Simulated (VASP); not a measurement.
# BN (P6_3mc) in VASP: a series of runs

The runs below take BN through single point, with PBE.

Everything below comes from runs of VASP 6.6.1. Logs are shortened: lines on timing, memory, paths and dates and some standing lists are left out, and cuts for length are marked.

### 1 The cell of the first run

The structure is hexagonal, space group P6_3mc (No. 186). Conventional cell: a = 2.631 Å, b = 2.631 Å, c = 4.225 Å, α = 90.00°, β = 90.00°, γ = 120.00°. Within 2.1 Å of B (site symmetry 3m) lie 4 N at 1.58 to 1.61 Å. N (site symmetry 3m) has 4 B at 1.58 to 1.61 Å within 2.1 Å.

### 2 Single point, PBE

File INCAR:

```
ALGO = Normal
EDIFF = 1E-7
ENCUT = 520
GGA = PE
ISIF = 2
ISMEAR = -4
LASPH = T
LCHARG = F
LREAL = F
LWAVE = F
NBANDS = 16
NELM = 100
PREC = Accurate
SIGMA = 0.05
```

File KPOINTS:

```
k-points
0
Gamma
  12 12 6
```

File POSCAR:

```
BN
1.0
    2.6312174989      0.0000000000      0.0000000000
   -1.3156087494      2.2787011969      0.0000000000
    0.0000000000      0.0000000000      4.2245145352
B N
2 2
Direct
    0.6666666667      0.3333333333      0.9998058547
    0.3333333333      0.6666666667      0.4998058547
    0.6666666667      0.3333333333      0.6251941453
    0.3333333333      0.6666666667      0.1251941453
```

Potentials or basis: VASP PAW PBE potentials, release 64 (B, N).

Started as:

```console
cat potpaw_PBE.64/B/POTCAR potpaw_PBE.64/N/POTCAR > POTCAR
mpirun -np 1 vasp_std > vasp.out
```

OUTCAR:

```text
EDIFF = 1E-7
   ENCUT = 520
   GGA = PE
   ISIF = 2
   ISMEAR = -4
   LASPH = T
   LREAL = F
   NELM = 100
   PREC = Accurate

 ion  position               nearest neighbor table
   1  0.667  0.333  1.000-   3 1.58   4 1.61   4 1.61   4 1.61
   2  0.333  0.667  0.500-   4 1.58   3 1.61   3 1.61   3 1.61
   3  0.667  0.333  0.625-   1 1.58   2 1.61   2 1.61   2 1.61
   4  0.333  0.667  0.125-   2 1.58   1 1.61   1 1.61   1 1.61

  LATTYP: Found a hexagonal cell.
 ALAT       =     2.6312174989
 C/A-ratio  =     1.6055360444

  Lattice vectors:

 A1 = (   2.6312174989,   0.0000000000,   0.0000000000)
 A2 = (  -1.3156087494,   2.2787011969,   0.0000000000)
 A3 = (   0.0000000000,   0.0000000000,   4.2245145352)

Analysis of symmetry for initial positions (statically):
=====================================================================
 Subroutine PRICEL returns:
 Original cell was already a primitive cell.

 Routine SETGRP: Setting up the symmetry group for a
 hexagonal supercell.

 Subroutine GETGRP returns: Found 12 space group operations
 (whereof  6 operations were pure point group operations)
 out of a pool of 24 trial point group operations.

The static configuration has the point symmetry C_3v.
 The point group associated with its full space group is C_6v.

Analysis of symmetry for dynamics (positions and initial velocities):
=====================================================================
 Subroutine PRICEL returns:
 Original cell was already a primitive cell.

 Routine SETGRP: Setting up the symmetry group for a
 hexagonal supercell.

 Subroutine GETGRP returns: Found 12 space group operations
 (whereof  6 operations were pure point group operations)
 out of a pool of 24 trial point group operations.

The dynamic configuration has the point symmetry C_3v.
 The point group associated with its full space group is C_6v.

 Subroutine INISYM returns: Found 12 space group operations
 (whereof  6 operations are pure point group operations),
 and found     1 'primitive' translations

----------------------------------------------------------------------------------------

                                     Primitive cell

  volume of cell :      25.3292

  direct lattice vectors                    reciprocal lattice vectors
     2.631217499  0.000000000  0.000000000     0.380052200  0.219423240  0.000000000
    -1.315608749  2.278701197  0.000000000     0.000000000  0.438846480  0.000000000
     0.000000000  0.000000000  4.224514535     0.000000000  0.000000000  0.236713590

  length of vectors
     2.631217499  2.631217499  4.224514535     0.438846480  0.438846480  0.236713590

  position of ions in fractional coordinates (direct lattice)
     0.666666667  0.333333333  0.999805855
     0.333333333  0.666666667  0.499805855
     0.666666667  0.333333333  0.625194145
     0.333333333  0.666666667  0.125194145

  ion indices of the primitive-cell ions
   primitive index   ion index
                 1           1
                 2           2
                 3           3
                 4           4

----------------------------------------------------------------------------------------

 KPOINTS: k-points

Automatic generation of k-mesh.
 Grid dimensions read from file:
 generate k-points for:   12   12    6

 Generating k-lattice:

  Cartesian coordinates                     Fractional coordinates (reciprocal lattice)
     0.031671017  0.018285270  0.000000000     0.083333333  0.000000000  0.000000000
     0.000000000  0.036570540  0.000000000     0.000000000  0.083333333  0.000000000
     0.000000000  0.000000000  0.039452265     0.000000000  0.000000000  0.166666667

  Length of vectors
     0.036570540  0.036570540  0.039452265

  Shift w.r.t. Gamma in fractional coordinates (k-lattice)
     0.000000000  0.000000000  0.000000000

 TETIRR: Found    879 inequivalent tetrahedra from     5184

 Subroutine IBZKPT returns following result:
 ===========================================

 Found     76 irreducible k-points:

 Following reciprocal coordinates:
            Coordinates               Weight
  0.000000  0.000000  0.000000      1.000000
  0.083333  0.000000  0.000000      6.000000
  0.166667  0.000000  0.000000      6.000000
  0.250000  0.000000  0.000000      6.000000
  0.333333  0.000000  0.000000      6.000000
  0.416667 -0.000000  0.000000      6.000000
[... 16 lines left out ...]
  0.250000  0.000000  0.166667     12.000000
  0.333333  0.000000  0.166667     12.000000
 [... further k-points ...]
   k-points           NKPTS =     76   k-points in BZ     NKDIM =     76   number of bands    NBANDS=     16
   number of dos      NEDOS =    301   number of ions     NIONS =      4
   total plane-waves  NPLWV =  12800
   dimension x,y,z NGX =    20 NGY =   20 NGZ =   32
   dimension x,y,z NGXF=    40 NGYF=   40 NGZF=   64
   ions per type =               2   2
   NGX,Y,Z   is equivalent  to a cutoff of  12.64, 12.64, 12.59 a.u.
   NGXF,Y,Z  is equivalent  to a cutoff of  25.27, 25.27, 25.19 a.u.
 SYSTEM =  unknown system
   PREC   = accura    normal or accurate (medium, high low for compatibility)
   ISTART =      0    job   : 0-new  1-cont  2-samecut
   ICHARG =      2    charge: 1-file 2-atom 10-const
   ISPIN  =      1    spin polarized calculation?
   LNONCOLLINEAR =      F non collinear calculations
   LSORBIT =      F    spin-orbit coupling
   LASPH  =      T    aspherical Exc in radial PAW
   ENCUT  =  520.0 eV  38.22 Ry    6.18 a.u.   4.89  4.89  7.85*2*pi/ulx,y,z
   NELM   =    100;   NELMIN=  2; NELMDL= -5     # of ELM steps
   EDIFF  = 0.1E-06   stopping-criterion for ELM
   LREAL  =      F    real-space projection
   EDIFFG = 0.1E-05   stopping-criterion for IOM
   NSW    =      0    number of steps for IOM
   IBRION =     -1    ionic relax: 0-MD 1-quasi-New 2-CG
   NFREE  =      0    steps in history (QN), initial steepest desc. (CG)
   ISIF   =      2    stress and relaxation
   ISYM   =      2    0-nonsym 1-usesym 2-fastsym
   POTIM  = 0.5000    time-step for ionic-motion
   TEBEG  =    0.0;   TEEND  =   0.0 temperature during run
   PSTRESS=    0.0 pullay stress
   NELECT =      16.0000    total number of electrons
   NUPDOWN=      -1.0000    fix difference up-down
   EMIN   =  10.00;   EMAX   =-10.00  energy-range for DOS
   EFERMI =   0.00;   METHOD = LEGACY
   ISMEAR =    -4;   SIGMA  =   0.05  broadening in eV -4-tet -1-fermi 0-gaus
   EFERMI_NEDOS =   21; number of points for ismear=-14 and -15
   IALGO  =     38    algorithm
   IMIX   =      4    mixing-type and parameters
     AMIX     =   0.40;   BMIX     =  1.00
     AMIX_MAG =   1.60;   BMIX_MAG =  1.00
  volume/ion in A,a.u.               =       6.33        42.73
  Fermi-wavevector in a.u.,A,eV,Ry     =   1.404671  2.654443 26.845651  1.973100
  Thomas-Fermi vector in A             =   2.527209
   LORBIT       =      0    0 simple, 1 ext, 2 COOP (PROOUT), +10 PAW based schemes
   GGA     = PE    functional components
   LHFCALC =     F    Hartree Fock is set to
   AEXX    =    0.0000 exact exchange contribution
   IVDW    =     0    specifies the selected vdW correction
   LEPSILON=     F    determine dielectric tensor
   LRPA    =     F    only Hartree local field effects (RPA)
 non-spin polarized calculation
 Fermi weights with tetrahedron method witout Bloechl corrections
  energy-cutoff  :      520.00
  volume of cell :       25.33
 maximum number of plane-waves:       699
 NGX is ok and might be reduce to    20
   NGX =  9   NGY =  9   NGZ = 15

 number of electron      15.9999997 magnetization

 Free energy of the ion-electron system (eV)
  ---------------------------------------------------
  ext. energy  EPLUGINS =         0.00000000
  ---------------------------------------------------
  free energy    TOTEN  =       -34.70556826 eV

  energy without entropy =      -34.70556826  energy(sigma->0) =      -34.70556826

 E-fermi :   6.7733     XC(G=0): -12.4692

 val. band max:        6.7004423531   @ k =   0.0000   0.0000   0.0000
 cond. band min:      12.0767192312   @ k =   0.3333   0.3333   0.0000
 fundamental gap:      5.3762768782
 Fermi energy:         6.7733156564

 k-point     1 :       0.0000    0.0000    0.0000
  band No.  band energies     occupation
      1     -12.9124      2.00000
      2      -8.8292      2.00000
      3      -3.5056      2.00000
      4       4.5080      2.00000
      5       4.5080      2.00000
      6       6.5128      2.00000
[... 8 lines left out ...]
     15      18.0603      0.00000
     16      22.4146      0.00000

 k-point     2 :       0.0833    0.0000    0.0000
  band No.  band energies     occupation
      1     -12.7730      2.00000
      2      -8.7281      2.00000
      3      -3.3677      2.00000
      4       3.8572      2.00000
      5       4.2526      2.00000
      6       6.1358      2.00000
[... 8 lines left out ...]
     15      18.4590      0.00000
     16      22.2062      0.00000

 k-point     3 :       0.1667    0.0000    0.0000
  band No.  band energies     occupation
      1     -12.3597      2.00000
      2      -8.4424      2.00000
      3      -2.9600      2.00000
      4       2.3092      2.00000
      5       3.6501      2.00000
      6       4.8160      2.00000
[... 8 lines left out ...]
     15      19.5005      0.00000
     16      21.5873      0.00000

 k-point     4 :       0.2500    0.0000    0.0000
  band No.  band energies     occupation
      1     -11.6907      2.00000
      2      -8.0381      2.00000
      3      -2.3025      2.00000
      4       0.5036      2.00000
      5       2.9721      2.00000
      6       3.1784      2.00000
[... 8 lines left out ...]
     15      20.8558      0.00000
     16      21.3706      0.00000

 k-point     5 :       0.3333    0.0000    0.0000
  band No.  band energies     occupation
      1     -10.8090      2.00000
      2      -7.6796      2.00000
      3      -1.4449      2.00000
      4      -1.0762      2.00000
      5       1.5597      2.00000
      6       2.3995      2.00000
[... 8 lines left out ...]
     15      21.9237      0.00000
     16      22.1771      0.00000

 k-point     6 :       0.4167   -0.0000    0.0000
  band No.  band energies     occupation
      1      -9.8299      2.00000
      2      -7.6645      2.00000
      3      -2.0018      2.00000
      4      -0.5459      2.00000
      5       0.2657      2.00000
      6       2.0269      2.00000
[... 8 lines left out ...]
     15      22.0641      0.00000
     16      23.1380      0.00000

 k-point     7 :       0.5000    0.0000    0.0000
  band No.  band energies     occupation
      1      -9.2245      2.00000
      2      -7.9150      2.00000
      3      -2.2014      2.00000
      4      -0.4635      2.00000
      5       0.1300      2.00000
      6       1.8985      2.00000
[... 8 lines left out ...]
     15      22.4151      0.00000
     16      23.4893      0.00000

 k-point     8 :       0.0833    0.0833    0.0000
  band No.  band energies     occupation
      1     -12.4966      2.00000
      2      -8.5344      2.00000
      3      -3.0948      2.00000
      4       2.8858      2.00000
      5       3.6423      2.00000
      6       5.3547      2.00000
[... 8 lines left out ...]
     15      19.2802      0.00000
     16      21.8464      0.00000

 k-point     9 :       0.1667    0.0833    0.0000
  band No.  band energies     occupation
      1     -11.9547      2.00000
      2      -8.1856      2.00000
      3      -2.5612      2.00000
      4       1.3603      2.00000
      5       2.7024      2.00000
      6       4.1246      2.00000
[... 8 lines left out ...]
     15      20.5181      0.00000
     16      21.4795      0.00000
[... 172 lines left out ...]
 k-point    19 :       0.3333    0.3333    0.0000
  band No.  band energies     occupation
      1      -8.1017      2.00000
      2      -8.1017      2.00000
      3      -1.9067      2.00000
      4      -0.0871      2.00000
      5      -0.0871      2.00000
      6       1.5387      2.00000
[... 8 lines left out ...]
     15      20.9508      0.00000
     16      20.9508      0.00000

 k-point    20 :       0.0000    0.0000    0.1667
  band No.  band energies     occupation
      1     -12.7480      2.00000
      2      -9.3806      2.00000
      3      -2.6726      2.00000
      4       4.6283      2.00000
      5       4.6283      2.00000
      6       5.7298      2.00000
[... 8 lines left out ...]
     15      17.7474      0.00000
     16      21.9611      0.00000

 k-point    21 :       0.0833    0.0000    0.1667
  band No.  band energies     occupation
      1     -12.6094      2.00000
      2      -9.2701      2.00000
      3      -2.5516      2.00000
      4       3.9853      2.00000
      5       4.3775      2.00000
      6       5.4708      2.00000
[... 8 lines left out ...]
     15      18.1469      0.00000
     16      21.8485      0.00000

 k-point    22 :       0.1667    0.0000    0.1667
  band No.  band energies     occupation
      1     -12.1988      2.00000
      2      -8.9529      2.00000
      3      -2.2049      2.00000
      4       2.4637      2.00000
      5       3.7837      2.00000
      6       4.3381      2.00000
[... 8 lines left out ...]
     15      19.1873      0.00000
     16      21.5241      0.00000

 k-point    23 :       0.2500    0.0000    0.1667
  band No.  band energies     occupation
      1     -11.5351      2.00000
      2      -8.4852      2.00000
      3      -1.7223      2.00000
      4       0.7550      2.00000
      5       2.7062      2.00000
      6       3.1129      2.00000
[... 8 lines left out ...]
     15      20.5304      0.00000
     16      21.4769      0.00000

 k-point    24 :       0.3333    0.0000    0.1667
  band No.  band energies     occupation
      1     -10.6640      2.00000
      2      -8.0102      2.00000
      3      -1.6954      2.00000
      4      -0.1652      2.00000
      5       1.0840      2.00000
      6       2.5450      2.00000
[... 8 lines left out ...]
     15      21.8188      0.00000
     16      22.0916      0.00000

 [... further k-points ...]
[... 5 lines left out ...]
  --------------------------------------------------------------------------------------
  -------------------------------------------------------------------------------------
  Total       -4.3094467     -4.3094467     -0.4727431     -0.0000000      0.0000000     -0.0000000
  in kB     -272.5907799   -272.5907799    -29.9030026     -0.0000000      0.0000000     -0.0000000
  external PRESSURE =    -191.6948541 kB  Pullay stress =       0.0000000 kB

 VOLUME and BASIS-vectors are now :
 -----------------------------------------------------------------------------
  energy-cutoff  :      520.00
  volume of cell :       25.33
      direct lattice vectors                 reciprocal lattice vectors
     2.631217499  0.000000000  0.000000000     0.380052200  0.219423240  0.000000000
    -1.315608749  2.278701197  0.000000000     0.000000000  0.438846480  0.000000000
     0.000000000  0.000000000  4.224514535     0.000000000  0.000000000  0.236713590

 POSITION                                       TOTAL-FORCE (eV/Angst)
 -----------------------------------------------------------------------------------
      1.31561      0.75957      4.22369         0.000000     -0.000000      0.013315
     -0.00000      1.51913      2.11144         0.000000      0.000000      0.013315
      1.31561      0.75957      2.64114        -0.000000      0.000000     -0.013315
     -0.00000      1.51913      0.52888         0.000000     -0.000000     -0.013315
 -----------------------------------------------------------------------------------
    total drift:                               -0.000000     -0.000000     -0.000027

  FREE ENERGIE OF THE ION-ELECTRON SYSTEM (eV)
  ---------------------------------------------------
  free  energy   TOTEN  =       -34.7055682636 eV

  energy  without entropy=      -34.7055682636  energy(sigma->0) =      -34.70556826
```

It took 25 s on 1 thread of Intel Xeon 6975P-C, shared host; peak memory 0.15 GiB.

Results:

```yaml
Free_energy: -34.7056 eV
Pressure: -19.2 GPa
Largest_force: 0.013 eV/Å
Band_gap_on_the_k_mesh: 5.38 eV, indirect (least direct gap 7.72 eV)
```

Forces in eV/Å, atoms in the order of the input:
```
B    0.000  0.000  0.013
B    0.000  0.000  0.013
N    0.000  0.000 -0.013
N    0.000  0.000 -0.013
```

Levels at points of the mesh, in eV from the valence-band top:
| k point | band 4 | band 5 | band 6 | band 7 | band 8 | band 9 | band 10 | band 11 | band 12 | band 13 |
| --- | --- | --- | --- | --- | --- | --- | --- | --- | --- | --- |
| (0.00, 0.00, 0.00) | -2.19 | -2.19 | -0.19 | 0.00 | 0.00 | 7.83 | 7.83 | 8.15 | 9.13 | 9.44 |
| (0.50, 0.00, 0.00) | -7.16 | -6.57 | -4.80 | -4.14 | -1.86 | 6.17 | 7.92 | 10.04 | 10.72 | 12.93 |
| (0.00, 0.00, 0.50) | -5.19 | -1.22 | -1.22 | -1.22 | -1.22 | 8.44 | 8.44 | 9.38 | 9.38 | 9.38 |
| (0.50, 0.00, 0.50) | -9.45 | -3.57 | -3.57 | -3.21 | -3.21 | 6.38 | 6.38 | 9.76 | 9.76 | 13.56 |

A k mesh can miss the band edges. As with any semilocal functional, this PBE gap is likely too small.

(Part 1 of 3 ends here.)
